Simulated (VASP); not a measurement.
A run of VASP 6.6.1 is set up as follows.

Contents of INCAR:

```
ALGO     = Normal         # electronic algorithm
EDIFF    = 1E-7           # SCF threshold, eV
ENCUT    = 520            # plane-wave cutoff, eV
GGA      = PE             # functional
ISIF     = 2              # what is computed and relaxed
ISMEAR   = 0              # smearing method
LASPH    = T              # aspherical terms in the spheres
LCHARG   = F              # write CHGCAR
LREAL    = F              # projectors in reciprocal space
LWAVE    = F              # write WAVECAR
NBANDS   = 11             # bands
NELM     = 60             # most SCF steps
PREC     = Accurate       # precision mode
SIGMA    = 0.05           # smearing width, eV
```

Contents of KPOINTS:

```
k-points
0
Gamma
  10 10 10
```

Contents of POSCAR:

```
Si
1.0
    0.0000000000      2.7664449832      2.4803945719
    2.7664449832      0.0000000000      2.4803945719
    2.7664449832      2.7664449832      0.0000000000
Si
2
Direct
    0.5000000000      0.5000000000      0.5000000000
    0.7500000000      0.7500000000      0.7500000000
```

Potentials or basis: VASP PAW PBE potentials, release 64 (Si).

Run with:

```sh
$ cat potpaw_PBE.64/Si/POTCAR > POTCAR
$ mpirun -np 1 vasp_std > vasp.out
```

Q: Estimate the band gap on the k mesh.

A: Zero (bands 4 and 5 overlap by 0.65 eV).

Q: What does it give for the pressure?

A: 7.1 GPa.

Stress tensor (GPa, compression positive):
```
 4.49  0.00  0.00
 0.00  4.49  0.00
 0.00  0.00 12.24
```

Caveat: the cell stands under pressure; semilocal functionals underestimate gaps, so a narrow gap can read as zero.
